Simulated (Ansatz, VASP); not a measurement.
MgO: VASP beside Ansatz

INCAR

```
SYSTEM = MgO
PREC = Accurate
ENCUT = 520
EDIFF = 1E-6
ISMEAR = 0
SIGMA = 0.01
LREAL = .False.
LASPH = .True.
NELM = 60
ALGO = Normal
ISIF = 2
LWAVE = .False.
LCHARG = .False.
GGA = PE
NBANDS = 11
```

The input KPOINTS:

```
Automatic mesh
0
Gamma
  8 8 8
  0 0 0
```

POSCAR

```
MgO
1.0
    2.6329528995      0.0000000000      0.0000000000
    0.0000000000      2.6329528995      0.0000000000
    0.0000000000      0.0000000000      2.6329528995
Mg O
1 1
Direct
    0.0000000000      0.0000000000      0.0000000000
    0.5000000000      0.5000000000      0.5000000000
```

Input for Ansatz:

```yaml
crystal:
  lattice:
    - [2.6329528995, 0.0, 0.0]
    - [0.0, 2.6329528995, 0.0]
    - [0.0, 0.0, 2.6329528995]
  atoms:
    - { symbol: Mg, position: [0.0, 0.0, 0.0] }
    - { symbol: O, position: [0.5, 0.5, 0.5] }
kpoints:
  mp_grid: { grid: [8, 8, 8] }
hamiltonian:
  xc: pbe
scf:
  occupations: { method: fixed }
  n_extra_bands: 4
output:
  forces: true
  stress: true
  eigenvalues: true
```

Alike in both runs: task single point; functional PBE; k mesh 8 × 8 × 8; no spin polarisation.

|  | VASP | Ansatz |
| --- | --- | --- |
| version | VASP 6.6.1 | Ansatz 0.2.0 |
| potentials or method | VASP PAW PBE potentials, release 64 (Mg, O) | plane waves, PAW |
| plane-wave cutoff (eV) | 520 | 420 |
| occupations | gaussian, width 0.01 eV | fixed |
| valence electrons in the cell | 8 | 16 |

|  | VASP | Ansatz | Ansatz less VASP |
| --- | --- | --- | --- |
| gap on the k mesh at the Fermi level (eV) | 2.52 | 2.54 | +0.020 |
| pressure (GPa) | 3.7 | 4.5 | +0.74 |

VASP's potentials hold 8 valence electrons a cell and Ansatz's 16, so a difference there can come from the potentials and not from the codes.
